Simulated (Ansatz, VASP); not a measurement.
**SnO2: VASP beside Ansatz**

File INCAR:

```
ALGO = Normal
EDIFF = 1E-7
EDIFFG = -0.01
ENCUT = 600
GGA = PE
IBRION = 2
ISIF = 3
ISMEAR = 0
LASPH = T
LCHARG = F
LREAL = F
LWAVE = F
NELM = 100
NSW = 100
PREC = Accurate
SIGMA = 0.02
```

File KPOINTS:

```
k-points
0
Gamma
  6 6 8
```

POSCAR

```
SnO2
1.0
    4.8234121134      0.0000000000      0.0000000000
    0.0000000000      4.8234121134      0.0000000000
    0.0000000000      0.0000000000      3.2406037267
Sn O
2 4
Direct
    0.5000000000      0.5000000000      0.5000000000
    0.0000000000      0.0000000000      0.0000000000
    0.1936276785      0.8063723215      0.5000000000
    0.8063723215      0.1936276785      0.5000000000
    0.3063723215      0.3063723215      0.0000000000
    0.6936276785      0.6936276785      0.0000000000
```

Input for Ansatz:

```yaml
crystal:
  lattice:
    - [4.8234121134, 0.0, 0.0]
    - [0.0, 4.8234121134, 0.0]
    - [0.0, 0.0, 3.2406037267]
  atoms:
    - { symbol: Sn, position: [0.5, 0.5, 0.5] }
    - { symbol: Sn, position: [0.0, 0.0, 0.0] }
    - { symbol: O, position: [0.1936276785, 0.8063723215, 0.5] }
    - { symbol: O, position: [0.8063723215, 0.1936276785, 0.5] }
    - { symbol: O, position: [0.3063723215, 0.3063723215, 0.0] }
    - { symbol: O, position: [0.6936276785, 0.6936276785, 0.0] }
basis:
  ecutwfc: 420
kpoints:
  mp_grid: { grid: [6, 6, 8] }
hamiltonian:
  xc: pbe
scf:
  occupations: { method: gaussian, width: 0.02 }
output:
  forces: true
  stress: true
  eigenvalues: true
relax:
  adjacent_minimum: "off"
  f_tol: 0.01
  max_steps: 80
  cell: { stress_tol: 0.05 }
```

Alike in both runs: task relaxation of cell and atoms; functional PBE; k mesh 6 × 6 × 8; occupations gaussian, width 0.02 eV; no spin polarisation.

|  | VASP | Ansatz |
| --- | --- | --- |
| version | VASP 6.6.1 | Ansatz 0.2.0 |
| potentials or method | VASP PAW PBE potentials, release 64 (Sn_d, O), cutoff 600 eV | scalar-relativistic, plane waves, PAW |
| valence electrons in the cell | 52 | 52 |

|  | VASP | Ansatz | Ansatz less VASP |
| --- | --- | --- | --- |
| gap on the k mesh at the Fermi level, each at its own relaxed structure (eV) | 0.64 | 0.68 | +0.038 |
| relaxed volume (Å³/atom) | 12.60 | 12.58 | -0.027 |
| relaxed cell length with the largest relative difference (Å) | 3.242 | 3.239 | -0.0038 |
